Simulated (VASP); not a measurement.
# Ga2O3 (R-3c) in VASP: a series of runs

Ga2O3 is run at these levels: HSE06, PBE, r2SCAN; tasks: single point.

Everything below comes from runs of VASP 6.6.1. Logs are shortened: lines on timing, memory, paths and dates and some standing lists are left out, and cuts for length are marked.

### Step 1. The cell of the first run

Symmetry: R-3c, No. 167, trigonal system. Conventional cell: a = 5.058 Å, b = 5.058 Å, c = 13.624 Å, α = 90.00°, β = 90.00°, γ = 120.00°. Ga (site symmetry 3) has 6 O at 1.95 to 2.11 Å within 2.6 Å. O (site symmetry 2) has 4 Ga at 1.95 to 2.11 Å and 8 O at 2.66 to 2.88 Å within 2.9 Å.

### Step 2. Single point, HSE06

Input file POSCAR:

```
Ga2O3
1.0
    2.5289754454      1.4601046710      4.5413080058
   -2.5289754454      1.4601046710      4.5413080058
    0.0000000000     -2.9202092914      4.5413080220
Ga O
4 6
Direct
    0.8556819676      0.8556819676      0.8556819683
    0.6443180316      0.6443180316      0.6443180321
    0.1443180318      0.1443180318      0.1443180319
    0.3556819679      0.3556819679      0.3556819682
    0.7499999997      0.4463101677      0.0536898323
    0.4463101677      0.0536898319      0.7500000000
    0.0536898320      0.7499999997      0.4463101680
    0.2499999998      0.5536898317      0.9463101680
    0.9463101675      0.2499999998      0.5536898322
    0.5536898318      0.9463101675      0.2500000003
```

Input file INCAR.step1:

```
  ALGO = Normal
  EDIFF = 1E-5
  ENCUT = 520
  GGA = PE
  GGA_COMPAT = F
  ISIF = 2
  ISMEAR = -1
  KPAR = 8
  LASPH = T
  LCHARG = F
  LREAL = F
  LWAVE = T
  NBANDS = 55
  NELM = 120
  PREC = Accurate
  SIGMA = 0.01
```

Input file INCAR.step2:

```
  ALGO = Normal
  EDIFF = 1E-6
  ENCUT = 520
  GGA = PE
  GGA_COMPAT = F
  HFSCREEN = 0.2079
  ISIF = 2
  ISMEAR = -1
  ISTART = 1
  KPAR = 8
  LASPH = T
  LCHARG = F
  LHFCALC = T
  LREAL = F
  LWAVE = F
  NBANDS = 55
  NELM = 120
  PREC = Accurate
  PRECFOCK = Fast
  SIGMA = 0.01
```

Input file KPOINTS:

```
k-points
0
Gamma
  4 4 4
```

Potentials or basis: VASP PAW PBE potentials, release 64 (Ga_d, O).

Started as:

```sh
$ cat potpaw_PBE.64/Ga_d/POTCAR potpaw_PBE.64/O/POTCAR > POTCAR
$ cp INCAR.step1 INCAR
$ mpirun -np 8 vasp_std > vasp.out
$ cp INCAR.step2 INCAR
$ mpirun -np 8 vasp_std > vasp.out
```

OUTCAR:

```text
EDIFF = 1E-6
   ENCUT = 520
   GGA = PE
   HFSCREEN = 0.2079
   ISIF = 2
   ISMEAR = -1
   ISTART = 1
   LASPH = T
   LHFCALC = T
   LREAL = F
   NELM = 120
   PREC = Accurate
   PRECFOCK = Fast

 ion  position               nearest neighbor table
   1  0.856  0.856  0.856-  10 1.95   8 1.95   9 1.95   5 2.11   6 2.11   7 2.11   2 2.88
   2  0.644  0.644  0.644-  10 1.95   8 1.95   9 1.95   6 2.11   5 2.11   7 2.11   1 2.88
   3  0.144  0.144  0.144-   6 1.95   5 1.95   7 1.95   8 2.11  10 2.11   9 2.11   4 2.88
   4  0.356  0.356  0.356-   5 1.95   7 1.95   6 1.95   8 2.11  10 2.11   9 2.11   3 2.88
   5  0.750  0.446  0.054-   4 1.95   3 1.95   1 2.11   2 2.11
   6  0.446  0.054  0.750-   4 1.95   3 1.95   1 2.11   2 2.11
   7  0.054  0.750  0.446-   4 1.95   3 1.95   1 2.11   2 2.11
   8  0.250  0.554  0.946-   2 1.95   1 1.95   3 2.11   4 2.11
   9  0.946  0.250  0.554-   2 1.95   1 1.95   3 2.11   4 2.11
  10  0.554  0.946  0.250-   2 1.95   1 1.95   3 2.11   4 2.11

  LATTYP: Found a trigonal (rhomboedric) cell.
 ALAT       =     5.3991759424
 COS(alpha) =     0.5612023824

  Lattice vectors:

 A1 = (   2.5289754454,   1.4601046710,   4.5413080058)
 A2 = (  -2.5289754454,   1.4601046710,   4.5413080058)
 A3 = (   0.0000000000,  -2.9202092914,   4.5413080220)

Analysis of symmetry for initial positions (statically):
=====================================================================
 Subroutine PRICEL returns:
 Original cell was already a primitive cell.

 Routine SETGRP: Setting up the symmetry group for a
 trigonal (rhombohedral) supercell.

 Subroutine GETGRP returns: Found 12 space group operations
 (whereof  6 operations were pure point group operations)
 out of a pool of 12 trial point group operations.

The static configuration has the point symmetry S_6 .
 The point group associated with its full space group is D_3d.

Analysis of symmetry for dynamics (positions and initial velocities):
=====================================================================
 Subroutine PRICEL returns:
 Original cell was already a primitive cell.

 Routine SETGRP: Setting up the symmetry group for a
 trigonal (rhombohedral) supercell.

 Subroutine GETGRP returns: Found 12 space group operations
 (whereof  6 operations were pure point group operations)
 out of a pool of 12 trial point group operations.

The dynamic configuration has the point symmetry S_6 .
 The point group associated with its full space group is D_3d.

 Subroutine INISYM returns: Found 12 space group operations
 (whereof  6 operations are pure point group operations),
 and found     1 'primitive' translations

----------------------------------------------------------------------------------------

                                     Primitive cell

  volume of cell :     100.6146

  direct lattice vectors                    reciprocal lattice vectors
     2.528975445  1.460104671  4.541308006     0.197708523  0.114147069  0.073400291
    -2.528975445  1.460104671  4.541308006    -0.197708523  0.114147069  0.073400291
     0.000000000 -2.920209291  4.541308022     0.000000000 -0.228294138  0.073400293

  length of vectors
     5.399175942  5.399175942  5.399175942     0.239803704  0.239803704  0.239803704

  position of ions in fractional coordinates (direct lattice)
     0.855681968  0.855681968  0.855681968
     0.644318032  0.644318032  0.644318032
     0.144318032  0.144318032  0.144318032
     0.355681968  0.355681968  0.355681968
     0.750000000  0.446310168  0.053689832
     0.446310168  0.053689832  0.750000000
     0.053689832  0.750000000  0.446310168
     0.250000000  0.553689832  0.946310168
     0.946310168  0.250000000  0.553689832
     0.553689832  0.946310168  0.250000000

  ion indices of the primitive-cell ions
   primitive index   ion index
                 1           1
                 2           2
                 3           3
                 4           4
                 5           5
                 6           6
                 7           7
                 8           8
                 9           9
                10          10

----------------------------------------------------------------------------------------

 KPOINTS: k-points

Automatic generation of k-mesh.
 Grid dimensions read from file:
 generate k-points for:    4    4    4

 Generating k-lattice:

  Cartesian coordinates                     Fractional coordinates (reciprocal lattice)
     0.049427131  0.028536767  0.018350073     0.250000000  0.000000000  0.000000000
    -0.049427131  0.028536767  0.018350073     0.000000000  0.250000000  0.000000000
     0.000000000 -0.057073534  0.018350073    -0.000000000 -0.000000000  0.250000000

  Length of vectors
     0.059950926  0.059950926  0.059950926

  Shift w.r.t. Gamma in fractional coordinates (k-lattice)
     0.000000000  0.000000000  0.000000000

 Subroutine IBZKPT returns following result:
 ===========================================

 Found     13 irreducible k-points:

 Following reciprocal coordinates:
            Coordinates               Weight
  0.000000  0.000000  0.000000      1.000000
  0.250000 -0.000000  0.000000      6.000000
  0.500000 -0.000000  0.000000      3.000000
  0.250000  0.250000  0.000000      6.000000
  0.500000  0.250000  0.000000     12.000000
 -0.250000  0.250000  0.000000      6.000000
  0.500000  0.500000  0.000000      3.000000
  0.250000  0.250000  0.250000      2.000000
  0.500000  0.250000  0.250000      6.000000
 -0.250000  0.250000  0.250000      6.000000
  0.500000  0.500000  0.250000      6.000000
 -0.250000  0.500000  0.250000      6.000000
  0.500000  0.500000  0.500000      1.000000
   k-points           NKPTS =     13   k-points in BZ     NKDIM =     64   number of bands    NBANDS=     55
   number of dos      NEDOS =    301   number of ions     NIONS =     10
   total plane-waves  NPLWV =  64000
   dimension x,y,z NGX =    40 NGY =   40 NGZ =   40
   dimension x,y,z NGXF=    80 NGYF=   80 NGZF=   80
   ions per type =               4   6
   NGX,Y,Z   is equivalent  to a cutoff of  12.32, 12.32, 12.32 a.u.
   NGXF,Y,Z  is equivalent  to a cutoff of  24.63, 24.63, 24.63 a.u.
 SYSTEM =  unknown system
   PREC   = accura    normal or accurate (medium, high low for compatibility)
   ISTART =      1    job   : 0-new  1-cont  2-samecut
   ICHARG =      0    charge: 1-file 2-atom 10-const
   ISPIN  =      1    spin polarized calculation?
   LNONCOLLINEAR =      F non collinear calculations
   LSORBIT =      F    spin-orbit coupling
   LASPH  =      T    aspherical Exc in radial PAW
   ENCUT  =  520.0 eV  38.22 Ry    6.18 a.u.  10.04 10.04 10.04*2*pi/ulx,y,z
   NELM   =    120;   NELMIN=  2; NELMDL=  0     # of ELM steps
   EDIFF  = 0.1E-05   stopping-criterion for ELM
   LREAL  =      F    real-space projection
   EDIFFG = 0.1E-04   stopping-criterion for IOM
   NSW    =      0    number of steps for IOM
   IBRION =     -1    ionic relax: 0-MD 1-quasi-New 2-CG
   NFREE  =      0    steps in history (QN), initial steepest desc. (CG)
   ISIF   =      2    stress and relaxation
   ISYM   =      3    0-nonsym 1-usesym 2-fastsym
   POTIM  = 0.5000    time-step for ionic-motion
   TEBEG  =    0.0;   TEEND  =   0.0 temperature during run
   PSTRESS=    0.0 pullay stress
   NELECT =      88.0000    total number of electrons
   NUPDOWN=      -1.0000    fix difference up-down
   EMIN   =  10.00;   EMAX   =-10.00  energy-range for DOS
   EFERMI =   0.00;   METHOD = LEGACY
   ISMEAR =    -1;   SIGMA  =   0.01  broadening in eV -4-tet -1-fermi 0-gaus
   EFERMI_NEDOS =   21; number of points for ismear=-14 and -15
   IALGO  =     38    algorithm
   IMIX   =      1    mixing-type and parameters
     AMIX     =   0.40;   BMIX     =  1.00
     AMIX_MAG =   1.60;   BMIX_MAG =  1.00
  volume/ion in A,a.u.               =      10.06        67.90
  Fermi-wavevector in a.u.,A,eV,Ry     =   1.565605  2.958564 33.349487  2.451118
  Thomas-Fermi vector in A             =   2.668056
   LORBIT       =      0    0 simple, 1 ext, 2 COOP (PROOUT), +10 PAW based schemes
   GGA     = PE    functional components
   LHFCALC =     T    Hartree Fock is set to
   PRECFOCK=fast      Normal, Fast or Accurate (Low or Medium for compatibility)
   ENCUT4O =  -1.0   cutoff for four orbital integrals eV
   NKREDX  =     1    reduce k-point grid by
   NKREDY  =     1    reduce k-point grid by
   NKREDZ  =     1    reduce k-point grid by
   AEXX    =    0.2500 exact exchange contribution
   HFSCREEN=    0.2079 screening length (either q_TF or 0.3 A-1)
   HFSCREENC=   0.2079 screening length for correlation (either q_TF or 0.3 A-1)
   ENCUTFOCK=  -1.0 apply spherical cutoff to Coloumb kernel
   IVDW    =     0    specifies the selected vdW correction
   LEPSILON=     F    determine dielectric tensor
   LRPA    =     F    only Hartree local field effects (RPA)
 non-spin polarized calculation
  energy-cutoff  :      520.00
  volume of cell :      100.61
 maximum number of plane-waves:      2727
  NGX = 24; NGY = 24; NGZ = 24

 number of electron      88.0000010 magnetization

 Free energy of the ion-electron system (eV)
  ---------------------------------------------------
  ext. energy  EPLUGINS =         0.00000000
  ---------------------------------------------------
  free energy    TOTEN  =       -74.73604028 eV

  energy without entropy =      -74.73604028  energy(sigma->0) =      -74.73604028

 E-fermi :   3.1460     XC(G=0):  -9.7669

 val. band max:        2.8517027164   @ k =   0.2500  -0.0000   0.0000
 cond. band min:       7.0134145279   @ k =   0.0000   0.0000   0.0000
 fundamental gap:      4.1617118115
 Fermi energy:         3.1459653175

 k-point     1 :       0.0000    0.0000    0.0000
  band No.  band energies     occupation
      1     -17.3692      2.00000
      2     -15.5370      2.00000
      3     -15.5370      2.00000
      4     -15.4379      2.00000
      5     -15.4379      2.00000
      6     -15.4278      2.00000
[... 47 lines left out ...]
     54      15.7776      0.00000
     55      17.0903      0.00000

 k-point     2 :       0.2500   -0.0000    0.0000
  band No.  band energies     occupation
      1     -17.0992      2.00000
      2     -15.7488      2.00000
      3     -15.5507      2.00000
      4     -15.5311      2.00000
      5     -15.4744      2.00000
      6     -15.4243      2.00000
[... 47 lines left out ...]
     54      16.4483      0.00000
     55      16.9367      0.00000

 k-point     3 :       0.5000   -0.0000    0.0000
  band No.  band energies     occupation
      1     -16.4269      2.00000
      2     -16.4269      2.00000
      3     -15.5572      2.00000
      4     -15.5572      2.00000
      5     -15.4732      2.00000
      6     -15.4732      2.00000
[... 514 lines left out ...]
 k-point    12 :      -0.2500    0.5000    0.2500
  band No.  band energies     occupation
      1     -16.2550      2.00000
      2     -16.2550      2.00000
      3     -15.7345      2.00000
      4     -15.7345      2.00000
      5     -15.4729      2.00000
      6     -15.4729      2.00000
[... 47 lines left out ...]
     54      16.8038      0.00000
     55      17.2662      0.00000

 k-point    13 :       0.5000    0.5000    0.5000
  band No.  band energies     occupation
      1     -16.5058      2.00000
      2     -16.5058      2.00000
      3     -15.4903      2.00000
      4     -15.4903      2.00000
      5     -15.4903      2.00000
      6     -15.4903      2.00000
[... 47 lines left out ...]
     54      16.1954      0.00000
     55      17.7119      0.00000

------------------------ aborting loop because EDIFF is reached ----------------------------------------

  FORCE on cell =-STRESS in cart. coord.  units (eV):
  Direction    XX          YY          ZZ          XY          YZ          ZX
  --------------------------------------------------------------------------------------
  -------------------------------------------------------------------------------------
  Total       -5.6465730     -5.6465730     -4.7357824      0.0000000      0.0000000      0.0000000
  in kB      -89.9155333    -89.9155333    -75.4121834      0.0000000      0.0000001      0.0000000
  external PRESSURE =     -85.0810834 kB  Pullay stress =       0.0000000 kB

 VOLUME and BASIS-vectors are now :
 -----------------------------------------------------------------------------
  energy-cutoff  :      520.00
  volume of cell :      100.61
      direct lattice vectors                 reciprocal lattice vectors
     2.528975445  1.460104671  4.541308006     0.197708523  0.114147069  0.073400291
    -2.528975445  1.460104671  4.541308006    -0.197708523  0.114147069  0.073400291
     0.000000000 -2.920209291  4.541308022     0.000000000 -0.228294138  0.073400293

 POSITION                                       TOTAL-FORCE (eV/Angst)
 -----------------------------------------------------------------------------------
      0.00000      0.00000     11.65775         0.000000     -0.000000     -0.002846
      0.00000      0.00000      8.77814         0.000000      0.000000      0.002846
      0.00000      0.00000      1.96618         0.000000      0.000000      0.002846
      0.00000      0.00000      4.84578         0.000000     -0.000000     -0.002846
      0.76802      1.58995      5.67664         0.001233     -0.002136      0.000000
      0.99293     -1.46010      5.67664        -0.002467     -0.000000     -0.000000
     -1.76095     -0.12985      5.67664         0.001233      0.002136     -0.000000
     -0.76802     -1.58995      7.94729        -0.001233      0.002136     -0.000000
      1.76095      0.12985      7.94729        -0.001233     -0.002136      0.000000
     -0.99293      1.46010      7.94729         0.002467     -0.000000      0.000000
 -----------------------------------------------------------------------------------
    total drift:                                0.000001      0.000009      0.000005

  FREE ENERGIE OF THE ION-ELECTRON SYSTEM (eV)
  ---------------------------------------------------
  free  energy   TOTEN  =       -74.7360402797 eV

  energy  without entropy=      -74.7360402797  energy(sigma->0) =      -74.73604028
```

Wall time 60 min (8 MPI ranks of Intel Xeon Platinum 8259CL at 2.50GHz (Skylake/Cascade Lake), shared host); peak memory 0.43 GiB.

What came out:

| Item | Value |
| --- | --- |
| Free energy | -74.7360 eV |
| Pressure | -8.5 GPa |
| Band gap on the k mesh | 4.16 eV (least direct gap 4.34 eV) |

Forces on the atoms (eV/Å):
```
Ga   0.000  0.000 -0.003
Ga   0.000  0.000  0.003
Ga   0.000  0.000  0.003
Ga   0.000  0.000 -0.003
O    0.001 -0.002  0.000
O   -0.002  0.000  0.000
O    0.001  0.002  0.000
O   -0.001  0.002  0.000
O   -0.001 -0.002  0.000
O    0.002  0.000  0.000
```

Caveat: the cell stands under tension; the PAW data sets were made with another functional, which shifts forces and pressure a little.

### Step 3. Single point, PBE

Input file INCAR:

```
  PREC = Accurate
  ENCUT = 600
  EDIFF = 1E-6
  ISMEAR = -1
  SIGMA = 0.01
  LREAL = False
  LASPH = True
  NELM = 120
  ALGO = Normal
  ISIF = 2
  LWAVE = False
  LCHARG = False
  GGA = PE
  NBANDS = 55
  GGA_COMPAT = False
```

Input file KPOINTS:

```
regular mesh
0
Gamma
  7 7 7
```

POSCAR is that of step 2.

Potentials or basis: VASP PAW PBE potentials, release 64 (Ga_d, O).

Started as:

```sh
$ cat potpaw_PBE.64/Ga_d/POTCAR potpaw_PBE.64/O/POTCAR > POTCAR
$ mpirun -np 1 vasp_std > vasp.out
```

Run time: 12 min. Hardware: 1 thread of Intel Xeon Platinum 8259CL at 2.50GHz (Skylake/Cascade Lake), shared host; peak memory 0.44 GiB.

It converged, with:

```
Free energy            : -59.4078 eV
Pressure               : 0.7 GPa
Largest force          : 0.041 eV/Å
Band gap on the k mesh : 2.40 eV (least direct gap 2.63 eV)
```

Forces in eV/Å, atoms in the order of the input:
```
Ga   0.000  0.000  0.025
Ga   0.000  0.000 -0.025
Ga   0.000  0.000 -0.025
Ga   0.000  0.000  0.025
O   -0.021  0.036  0.000
O    0.041  0.000  0.000
O   -0.021 -0.036  0.000
O    0.021 -0.036  0.000
O    0.021  0.036  0.000
O   -0.041  0.000  0.000
```

Levels at points of the mesh, in eV from the valence-band top:
| k point | band 41 | band 42 | band 43 | band 44 | band 45 | band 46 | band 47 | band 48 |
| --- | --- | --- | --- | --- | --- | --- | --- | --- |
| (0.00, 0.00, 0.00) | -0.31 | -0.30 | -0.23 | -0.23 | 2.40 | 6.31 | 6.58 | 8.53 |

### Step 4. Single point, r2SCAN

POSCAR is that of step 3.

Input file INCAR.step1:

```
SYSTEM = Ga2O3
ALGO = Normal
EDIFF = 1E-5
ENCUT = 660
GGA = PE
GGA_COMPAT = .False.
ISMEAR = -1
LASPH = .True.
LCHARG = .False.
LREAL = .False.
LWAVE = .True.
NBANDS = 55
NELM = 120
PREC = Accurate
SIGMA = 0.01
```

Input file INCAR.step2:

```
SYSTEM = Ga2O3
ALGO = Normal
EDIFF = 1E-6
ENCUT = 660
GGA_COMPAT = .False.
ISIF = 2
ISMEAR = -1
ISTART = 1
LASPH = .True.
LCHARG = .False.
LMIXTAU = .True.
LREAL = .False.
LWAVE = .False.
METAGGA = R2SCAN
NBANDS = 55
NELM = 120
PREC = Accurate
SIGMA = 0.01
```

Input file KPOINTS:

```
k-points
0
Gamma
  7 7 7
  0 0 0
```

Started as:

```sh
$ cat potpaw_PBE.64/Ga_d/POTCAR potpaw_PBE.64/O/POTCAR > POTCAR
$ cp INCAR.step1 INCAR
$ mpirun -np 1 vasp_std > vasp.out
$ cp INCAR.step2 INCAR
$ mpirun -np 1 vasp_std > vasp.out
```

Wall time 40 min (1 thread of Intel Xeon Platinum 8259CL at 2.50GHz (Skylake/Cascade Lake), shared host); peak memory 0.52 GiB.

It converged, with:

```yaml
Free_energy: -102.2892 eV
Pressure: -8.0 GPa
Largest_force: 0.067 eV/Å
Band_gap_on_the_k_mesh: 3.08 eV (least direct gap 3.31 eV)
```

Forces on the atoms (eV/Å):
```
Ga   0.000  0.000 -0.067
Ga   0.000  0.000  0.067
Ga   0.000  0.000  0.067
Ga   0.000  0.000 -0.067
O   -0.023  0.040  0.000
O    0.046  0.000  0.000
O   -0.023 -0.040  0.000
O    0.023 -0.040  0.000
O    0.023  0.040  0.000
O   -0.046  0.000  0.000
```

Stress tensor (GPa, compression positive):
```
-8.24  0.00  0.00
 0.00 -8.24  0.00
 0.00  0.00 -7.41
```

Levels at points of the mesh, in eV from the valence-band top:
| k point | band 40 | band 41 | band 42 | band 43 | band 44 | band 45 | band 46 | band 47 | band 48 | band 49 |
| --- | --- | --- | --- | --- | --- | --- | --- | --- | --- | --- |
| (0.00, 0.00, 0.00) | -0.31 | -0.31 | -0.29 | -0.23 | -0.23 | 3.08 | 7.08 | 7.35 | 9.33 | 10.74 |

Caveat: the cell stands under tension; the PAW data sets were made with another functional, which shifts forces and pressure a little. A k mesh can miss the band edges.

[end of part 1 of 2]
